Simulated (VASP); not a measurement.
**Ti5H: single point with PBE**

The system is Ti5H, a slab with vacuum.

```xyz
6
Lattice="2.9382 0.0000 0.0000 -1.4691 2.5445 0.0000 0.0000 0.0000 26.2117" Properties=species:S:1:pos:R:3 pbc="T T T"
Ti    1.4691    0.8482    4.0000
Ti    0.0000    1.6963    6.3252
Ti    1.4691    0.8482    8.6657
Ti    0.0000    1.6963   11.0601
Ti    1.4691    0.8482   13.2117
H     2.9382    0.0000   16.1817
```

* Program: VASP 6.6.1
* Task: single point
* Functional: PBE
* Potentials or basis: VASP PAW PBE potentials, release 64 (Ti_sv, H)
* Cutoff: 450 eV
* k mesh: 9 × 9 × 1
* Occupations: gaussian, width 0.1 eV
* Spin: collinear spin
* Starting moments: [0.0, 0.0, 0.0, 0.0, 0.0, 1.0] μB

```
Largest force                                         : 1.091 eV/Å
Band gap on the k mesh                                : zero (filled and empty bands overlap)
Net moment                                            : 0.99 μB per cell
Site moments                                          : Ti +0.64, -0.08, +0.00, +0.12, -0.51; H +0.29 μB
Valence electrons inside the program's atomic spheres : Ti 10.20, 10.24, 10.23, 10.28, 10.22; H 0.37
```

Forces in eV/Å, atoms in the order of the input:
```
Ti   0.000  0.000  0.463
Ti   0.000  0.000 -0.442
Ti   0.000  0.000  0.007
Ti   0.000  0.000 -0.272
Ti   0.000  0.000  1.091
H    0.000  0.000 -0.848
```

Levels at points of the mesh, in eV from the Fermi level:
Spin up:
```
           k point  band 29  band 30  band 31  band 32  band 33  band 34
(0.00, 0.00, 0.00)     0.32     0.57     0.57     0.60     0.66     0.66
```
Spin down:
```
           k point  band 27  band 28  band 29  band 30  band 31  band 32  band 33  band 34
(0.00, 0.00, 0.00)     0.09     0.23     0.42     0.42     0.61     0.68     0.68     0.77
```

Run time: 2.9 min on 4 MPI ranks on Intel(R) Xeon(R) Platinum 8259CL CPU @ 2.50GHz (Skylake/Cascade Lake), with other jobs on the host, peak memory 0.4 GiB a rank.
